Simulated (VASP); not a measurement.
# Co (Fd-3m) in VASP: a series of runs

Co is run at these levels: PBE; tasks: single point.

Everything below comes from runs of VASP 6.6.1. Logs are shortened: lines on timing, memory, paths and dates and some standing lists are left out, and cuts for length are marked.

**1. The cell of the first run**

It takes space group Fd-3m (No. 227, cubic). Conventional cell: a = 5.078 Å, b = 5.078 Å, c = 5.078 Å, α = 90.00°, β = 90.00°, γ = 90.00°. Within 2.9 Å of Co (site symmetry -43m) lie 4 Co at 2.20 Å.

This isn't the form of Co at room conditions, which is hcp.

**2. Single point, PBE, collinear spin, ferromagnetic start**

INCAR

```
PREC = Accurate
ENCUT = 520
EDIFF = 1E-7
ISMEAR = -1
SIGMA = 0.05
LREAL = False
LASPH = True
NELM = 150
ALGO = Normal
ISIF = 2
LWAVE = False
LCHARG = False
ISPIN = 2
MAGMOM = 1.7 1.7
LORBIT = 11
LMAXMIX = 4
GGA = PE
NBANDS = 20
```

KPOINTS

```
regular mesh
0
Gamma
  11 11 11
```

POSCAR

```
Co
1.0
    0.0000000000      2.5389308331      2.5389308331
    2.5389308331      0.0000000000      2.5389308331
    2.5389308331      2.5389308331      0.0000000000
Co
2
Direct
    0.1250000000      0.1250000000      0.1250000000
    0.8750000000      0.8750000000      0.8750000000
```

Potentials or basis: VASP PAW PBE potentials, release 64 (Co).

Started as:

```
> cat potpaw_PBE.64/Co/POTCAR > POTCAR
> mpirun -np 1 vasp_std > vasp.out
```

OUTCAR:

```text
PREC = Accurate
   ENCUT = 520
   EDIFF = 1E-7
   ISMEAR = -1
   LREAL = False
   LASPH = True
   NELM = 150
   ISIF = 2
   ISPIN = 2
   LORBIT = 11
   GGA = PE

 ion  position               nearest neighbor table
   1  0.125  0.125  0.125-   2 2.20   2 2.20   2 2.20   2 2.20
   2  0.875  0.875  0.875-   1 2.20   1 2.20   1 2.20   1 2.20

  LATTYP: Found a face centered cubic cell.
 ALAT       =     5.0778616662

  Lattice vectors:

 A1 = (   0.0000000000,   2.5389308331,   2.5389308331)
 A2 = (   2.5389308331,   0.0000000000,   2.5389308331)
 A3 = (   2.5389308331,   2.5389308331,   0.0000000000)

Analysis of symmetry for initial positions (statically):
=====================================================================
 Subroutine PRICEL returns:
 Original cell was already a primitive cell.

 Routine SETGRP: Setting up the symmetry group for a
 face centered cubic supercell.

 Subroutine GETGRP returns: Found 48 space group operations
 (whereof 12 operations were pure point group operations)
 out of a pool of 48 trial point group operations.

The static configuration has the point symmetry D_3d.
 The point group associated with its full space group is O_h .

Analysis of symmetry for dynamics (positions and initial velocities):
=====================================================================
 Subroutine PRICEL returns:
 Original cell was already a primitive cell.

 Routine SETGRP: Setting up the symmetry group for a
 face centered cubic supercell.

 Subroutine GETGRP returns: Found 48 space group operations
 (whereof 12 operations were pure point group operations)
 out of a pool of 48 trial point group operations.

The dynamic configuration has the point symmetry D_3d.
 The point group associated with its full space group is O_h .

Analysis of structural, dynamic, and magnetic symmetry:
=====================================================================
 Subroutine PRICEL returns:
 Original cell was already a primitive cell.

 Routine SETGRP: Setting up the symmetry group for a
 face centered cubic supercell.

 Subroutine GETGRP returns: Found 48 space group operations
 (whereof 12 operations were pure point group operations)
 out of a pool of 48 trial point group operations.

The overall configuration has the point symmetry D_3d.
 The point group associated with its full space group is O_h .

 Subroutine INISYM returns: Found 48 space group operations
 (whereof 12 operations are pure point group operations),
[... 115 lines left out ...]
     AMIX     =   0.40;   BMIX     =  1.00
     AMIX_MAG =   1.60;   BMIX_MAG =  1.00
  volume/ion in A,a.u.               =      16.37       110.45
  Fermi-wavevector in a.u.,A,eV,Ry     =   1.341235  2.534566 24.475665  1.798911
  Thomas-Fermi vector in A             =   2.469484
   LORBIT       =     11    0 simple, 1 ext, 2 COOP (PROOUT), +10 PAW based schemes
   GGA     = PE    functional components
   LHFCALC =     F    Hartree Fock is set to
   AEXX    =    0.0000 exact exchange contribution
   IVDW    =     0    specifies the selected vdW correction
   LEPSILON=     F    determine dielectric tensor
   LRPA    =     F    only Hartree local field effects (RPA)
 spin polarized calculation
  energy-cutoff  :      520.00
  volume of cell :       32.73
 maximum number of plane-waves:       903
   NGX = 13   NGY = 13   NGZ = 13

 number of electron      18.0000000 magnetization       3.4243322

 Free energy of the ion-electron system (eV)
  ---------------------------------------------------
  ext. energy  EPLUGINS =         0.00000000
  ---------------------------------------------------
  free energy    TOTEN  =       -11.51641172 eV

  energy without entropy =      -11.49933055  energy(sigma->0) =      -11.50787114

 E-fermi :   5.2997     XC(G=0): -10.8508

 val. band max:        5.2766710031   @ k =  -0.2727   0.3636   0.0909
 cond. band min:       5.3161732876   @ k =   0.0909   0.0000   0.0000
 fundamental gap:      0.0395022845
 Fermi energy:         5.2996500383

 spin component 1

 k-point     1 :       0.0000    0.0000    0.0000
  band No.  band energies     occupation
      1      -1.1381      1.00000
      2       1.9478      1.00000
      3       1.9478      1.00000
      4       2.1629      1.00000
      5       2.1629      1.00000
      6       2.1629      1.00000
[... 541 lines left out ...]
     19      21.0074      0.00000
     20      24.2350      0.00000

 [... further k-points ...]

 spin component 2

 k-point     1 :       0.0000    0.0000    0.0000
  band No.  band energies     occupation
      1      -1.0395      1.00000
      2       3.5974      1.00000
      3       3.5974      1.00000
      4       3.5974      1.00000
      5       3.6170      1.00000
      6       3.6170      1.00000
[... 541 lines left out ...]
     19      21.5152      0.00000
     20      24.4025      0.00000

 [... further k-points ...]

------------------------ aborting loop because EDIFF is reached ----------------------------------------

  FORCE on cell =-STRESS in cart. coord.  units (eV):
  Direction    XX          YY          ZZ          XY          YZ          ZX
  --------------------------------------------------------------------------------------
  -------------------------------------------------------------------------------------
  Total       -0.1236225     -0.1236225     -0.1236225     -0.0000000      0.0000000      0.0000000
  in kB       -6.0509758     -6.0509758     -6.0509758     -0.0000000      0.0000000      0.0000000
  external PRESSURE =      -6.0509758 kB  Pullay stress =       0.0000000 kB

 VOLUME and BASIS-vectors are now :
 -----------------------------------------------------------------------------
  energy-cutoff  :      520.00
  volume of cell :       32.73
      direct lattice vectors                 reciprocal lattice vectors
     0.000000000  2.538930833  2.538930833    -0.196933289  0.196933289  0.196933289
     2.538930833  0.000000000  2.538930833     0.196933289 -0.196933289  0.196933289
     2.538930833  2.538930833  0.000000000     0.196933289  0.196933289 -0.196933289

 POSITION                                       TOTAL-FORCE (eV/Angst)
 -----------------------------------------------------------------------------------
      0.63473      0.63473      0.63473         0.000000      0.000000      0.000000
      4.44313      4.44313      4.44313        -0.000000     -0.000000     -0.000000
 -----------------------------------------------------------------------------------
    total drift:                                0.000000      0.000000     -0.000000

  FREE ENERGIE OF THE ION-ELECTRON SYSTEM (eV)
  ---------------------------------------------------
  free  energy   TOTEN  =       -11.5164117170 eV

  energy  without entropy=      -11.4993305539  energy(sigma->0) =      -11.50787114

 total charge

# of ion       s       p       d       tot
------------------------------------------
    1        0.532   0.347   7.314   8.192
    2        0.532   0.347   7.314   8.192
--------------------------------------------------
tot          1.064   0.693  14.628  16.384

 magnetization (x)

# of ion       s       p       d       tot
------------------------------------------
    1       -0.029  -0.013   1.749   1.707
    2       -0.029  -0.013   1.749   1.707
--------------------------------------------------
tot         -0.059  -0.026   3.497   3.413
```

Run time: 82 s. Hardware: 1 thread of Intel Xeon 6975P-C (Granite Rapids), shared host; peak memory 0.2 GiB.

What came out:

```
Free energy                                           : -11.5164 eV
Pressure                                              : -0.6 GPa
Net moment                                            : 3.42 μB per cell
Site moments                                          : Co +1.71 μB
Valence electrons inside the program's atomic spheres : Co 8.19
```

Levels at points of the mesh, in eV from the Fermi level:
Spin up:
```tsv
k point	band 8	band 9	band 10	band 11	band 12	band 13	band 14	band 15
(0.00, 0.00, 0.00)	-1.59	-1.59	-0.64	-0.64	12.18	12.18	12.18	12.57
```
Spin down:
```tsv
k point	band 5	band 6	band 7	band 8	band 9	band 10
(0.00, 0.00, 0.00)	-1.68	-1.68	0.02	0.02	0.02	1.43
```

**3. Single point, PBE, collinear spin, ferromagnetic start (15.06 Å³/atom)**

This run uses another cell than the first one, of 15.06 Å³/atom.

INCAR

```
SYSTEM = Co
ALGO = Normal
EDIFF = 1E-6
ENCUT = 520
GGA = PE
ISIF = 2
ISMEAR = -1
ISPIN = 2
LASPH = .TRUE.
LCHARG = .FALSE.
LMAXMIX = 4
LORBIT = 11
LREAL = .FALSE.
LWAVE = .FALSE.
MAGMOM = 1.745 1.745
NBANDS = 20
NELM = 150
PREC = Accurate
SIGMA = 0.05
```

KPOINTS

```
k-points
0
G
  12 12 12
  0 0 0
```

POSCAR

```
Co
1.0
    0.0000000000      2.4693357588      2.4693357588
    2.4693357588      0.0000000000      2.4693357588
    2.4693357588      2.4693357588      0.0000000000
Co
2
Direct
    0.1250000000      0.1250000000      0.1250000000
    0.8750000000      0.8750000000      0.8750000000
```

Potentials or basis: VASP PAW PBE potentials, release 64 (Co).

Started as:

```
> cat potpaw_PBE.64/Co/POTCAR > POTCAR
> mpirun -np 1 vasp_std > vasp.out
```

Run time: 1.7 min. Hardware: 1 thread of Intel Xeon 6975P-C (Granite Rapids), shared host; peak memory 0.2 GiB.

Results (log left out):

```
Free energy                                           : -11.4210 eV
Pressure                                              : 1.8 GPa
Net moment                                            : 1.92 μB per cell
Site moments                                          : Co +0.95 μB
Valence electrons inside the program's atomic spheres : Co 8.32
```

Levels at points of the mesh, in eV from the Fermi level:
Spin up:
| k point | band 6 | band 7 | band 8 | band 9 | band 10 | band 11 | band 12 | band 13 | band 14 | band 15 |
| --- | --- | --- | --- | --- | --- | --- | --- | --- | --- | --- |
| (0.00, 0.00, 0.00) | -3.04 | -1.30 | -1.30 | -1.30 | -0.08 | -0.08 | 13.17 | 13.17 | 13.17 | 13.46 |
| (0.50, 0.00, 0.00) | -3.06 | -1.40 | -0.90 | -0.90 | -0.25 | -0.25 | 1.22 | 9.66 | 9.66 | 12.61 |
| (0.50, 0.50, 0.00) | -2.11 | -1.61 | -1.61 | -0.08 | -0.08 | 1.68 | 1.68 | 4.95 | 4.95 | 10.36 |
Spin down:
| k point | band 4 | band 5 | band 6 | band 7 | band 8 | band 9 | band 10 | band 11 | band 12 | band 13 |
| --- | --- | --- | --- | --- | --- | --- | --- | --- | --- | --- |
| (0.00, 0.00, 0.00) | -2.21 | -2.21 | -2.21 | -0.37 | -0.37 | -0.37 | 1.04 | 1.04 | 13.43 | 13.43 |
| (0.50, 0.00, 0.00) | -2.22 | -2.19 | -2.19 | -1.24 | 0.12 | 0.12 | 0.81 | 0.81 | 2.06 | 9.89 |
| (0.50, 0.50, 0.00) | -2.11 | -1.56 | -1.56 | -0.61 | -0.61 | 0.98 | 0.98 | 2.35 | 2.35 | 5.03 |

**4. Single point, PBE, collinear spin, ferromagnetic start (15.71 Å³/atom)**

This run uses another cell than the first one, of 15.71 Å³/atom.

INCAR

```
SYSTEM = Co
PREC = Accurate
ENCUT = 520
EDIFF = 1E-6
ISMEAR = -1
SIGMA = 0.05
LREAL = .False.
LASPH = .True.
NELM = 150
ALGO = Normal
ISIF = 2
LWAVE = .False.
LCHARG = .False.
ISPIN = 2
MAGMOM = 1.745 1.745
LORBIT = 11
LMAXMIX = 4
GGA = PE
NBANDS = 20
```

KPOINTS

```
Automatic mesh
0
Gamma
  12 12 12
  0 0 0
```

POSCAR

```
Co
1.0
    0.0000000000      2.5046167506      2.5046167506
    2.5046167506      0.0000000000      2.5046167506
    2.5046167506      2.5046167506      0.0000000000
Co
2
Direct
    0.1250000000      0.1250000000      0.1250000000
    0.8750000000      0.8750000000      0.8750000000
```

Started as:

```
> cat potpaw_PBE.64/Co/POTCAR > POTCAR
> mpirun -np 1 vasp_std > vasp.out
```

It took 1.9 min on 1 thread of Intel Xeon 6975P-C (Granite Rapids), shared host; peak memory 0.21 GiB.

Results (log left out):

- Free energy: -11.5063 eV
- Pressure: 3.8 GPa
- Net moment: 3.42 μB per cell
- Site moments: Co +1.69 μB
- Valence electrons inside the program's atomic spheres: Co 8.25

Levels at points of the mesh, in eV from the Fermi level:
Spin up:
```csv
k point,band 9,band 10,band 11,band 12,band 13,band 14
"(0.00, 0.00, 0.00)",-1.58,-0.57,-0.57,12.61,12.61,12.61
"(0.50, 0.00, 0.00)",-1.30,-0.63,-0.63,0.84,9.21,9.21
"(0.50, 0.50, 0.00)",-0.46,-0.46,1.34,1.34,4.75,4.75
```
Spin down:
```
           k point  band 4  band 5  band 6  band 7  band 8  band 9  band 10  band 11
(0.00, 0.00, 0.00)   -1.78   -1.78   -1.78    0.02    0.02    0.02     1.51     1.51
(0.50, 0.00, 0.00)   -1.73   -1.71   -1.71   -1.12    0.59    0.59     1.20     1.20
(0.50, 0.50, 0.00)   -1.65   -1.36   -1.36   -0.09   -0.09    1.35     1.35     2.58
```

Caveat: the cell stands under pressure.

**5. Single point, PBE, collinear spin, ferromagnetic start (17.02 Å³/atom)**

This run uses another cell than the first one, of 17.02 Å³/atom.

INCAR

```
PREC     = Accurate       # precision mode
ENCUT    = 520            # plane-wave cutoff, eV
EDIFF    = 1E-6           # SCF threshold, eV
ISMEAR   = -1             # smearing method
SIGMA    = 0.05           # smearing width, eV
LREAL    = False          # projectors in reciprocal space
LASPH    = True           # aspherical terms in the spheres
NELM     = 150            # most SCF steps
ALGO     = Normal         # electronic algorithm
ISIF     = 2              # what is computed and relaxed
LWAVE    = False          # write WAVECAR
LCHARG   = True           # write CHGCAR
ISPIN    = 2              # spin polarisation
MAGMOM   = 1.745 1.745    # initial moments
LORBIT   = 11             # projections on sites
LMAXMIX  = 4              # l up to which the mixer works
GGA      = PE             # functional
LELF     = True           # ELF
LVHAR    = True         
NBANDS   = 20             # bands
```

KPOINTS

```
regular mesh
0
Gamma
  12 12 12
```

POSCAR

```
Co
1.0
    0.0000000000      2.5723416492      2.5723416492
    2.5723416492      0.0000000000      2.5723416492
    2.5723416492      2.5723416492      0.0000000000
Co
2
Direct
    0.1250000000      0.1250000000      0.1250000000
    0.8750000000      0.8750000000      0.8750000000
```

Started as:

```
> cat potpaw_PBE.64/Co/POTCAR > POTCAR
> mpirun -np 1 vasp_std > vasp.out
```

Wall time 1.9 min (1 thread of Intel Xeon 6975P-C (Granite Rapids), shared host); peak memory 0.21 GiB.

The run converged. Its results:

| Item | Value |
| --- | --- |
| Free energy | -11.4999 eV |
| Pressure | -4.1 GPa |
| Net moment | 3.47 μB per cell |
| Site moments | Co +1.74 μB |
| Valence electrons inside the program's atomic spheres | Co 8.14 |

Levels at points of the mesh, in eV from the Fermi level:
Spin up:
| k point | band 8 | band 9 | band 10 | band 11 | band 12 | band 13 | band 14 | band 15 |
| --- | --- | --- | --- | --- | --- | --- | --- | --- |
| (0.00, 0.00, 0.00) | -1.61 | -1.61 | -0.74 | -0.74 | 11.78 | 11.78 | 11.78 | 12.21 |
| (0.50, 0.00, 0.00) | -1.38 | -1.29 | -0.78 | -0.78 | 0.58 | 8.59 | 8.59 | 11.98 |
| (0.50, 0.50, 0.00) | -1.96 | -0.62 | -0.62 | 1.11 | 1.11 | 4.51 | 4.51 | 9.33 |
Spin down:
```tsv
k point	band 4	band 5	band 6	band 7	band 8	band 9	band 10	band 11
(0.00, 0.00, 0.00)	-1.63	-1.58	-1.58	0.03	0.03	0.03	1.37	1.37
(0.50, 0.00, 0.00)	-1.57	-1.51	-1.51	-1.08	0.55	0.55	1.09	1.09
(0.50, 0.50, 0.00)	-1.50	-1.37	-1.37	-0.06	-0.06	1.22	1.22	2.35
```

Caveat: the cell stands under tension.

**6. Overview**

```csv
cell,k mesh,gap on the mesh (eV),pressure (GPa),moment (μB)
"a = 3.591 Å, angles 60.0°, 2 atoms",11 × 11 × 11,none,-0.6,3.42
"a = 3.492 Å, angles 60.0°, 2 atoms",12 × 12 × 12,none,1.8,1.92
"a = 3.542 Å, angles 60.0°, 2 atoms",12 × 12 × 12,none,3.8,3.42
"a = 3.638 Å, angles 60.0°, 2 atoms",12 × 12 × 12,none,-4.1,3.47
```

Alike in all rows: task single point; level PBE; potentials or basis VASP PAW PBE potentials, release 64 (Co); spin collinear, ferromagnetic start; cutoff (eV) 520; smearing fermi-dirac 0.05 eV.

Caveats: the cell stands under pressure (at least some runs); the cell stands under tension (at least some runs).

Total energies depend on the potentials used, so only differences within one code and one set of settings carry meaning.

The gap in the log of VASP goes by the Fermi energy; the results here count the filled bands.